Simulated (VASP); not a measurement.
B, 1 atom in the cell. The structure is trigonal, space group R-3m (No. 166). Conventional cell: a = 2.634 Å, b = 2.634 Å, c = 3.308 Å, α = 90.00°, β = 90.00°, γ = 120.00°. B (site symmetry -3m) has 6 B at 1.88 Å within 2.5 Å. 

* Program: VASP 6.6.1
* Task: relaxation of cell and atoms
* Functional: PBEsol
* Potentials or basis: VASP PAW PBE potentials, release 64 (B)
* Cutoff: 600 eV
* k mesh: 30 × 30 × 30
* Occupations: gaussian, width 0.1 eV
* Spin: no spin polarisation
* Dipole correction: no
* Further INCAR settings: ALGO = Normal; EDIFF = 1e-07; IBRION = 2; EDIFFG = -0.01; NSW = 100; ISIF = 3

Potentials or basis: VASP PAW PBE potentials, release 64 (B).

Command:

```console
$ cat potpaw_PBE.64/B/POTCAR > POTCAR
$ mpirun -np 1 vasp_std > vasp.out
```

Hardware: 1 thread of Intel(R) Xeon(R) 6975P-C (Granite Rapids) (shared host).

Question: Estimate the wall time of this run.

Answer: Wall time 81 s on 1 thread of Intel(R) Xeon(R) 6975P-C (Granite Rapids), with other jobs on the host, peak memory 0.2 GiB. Counts: scf iterations 55, k points 2496, ion steps 15.
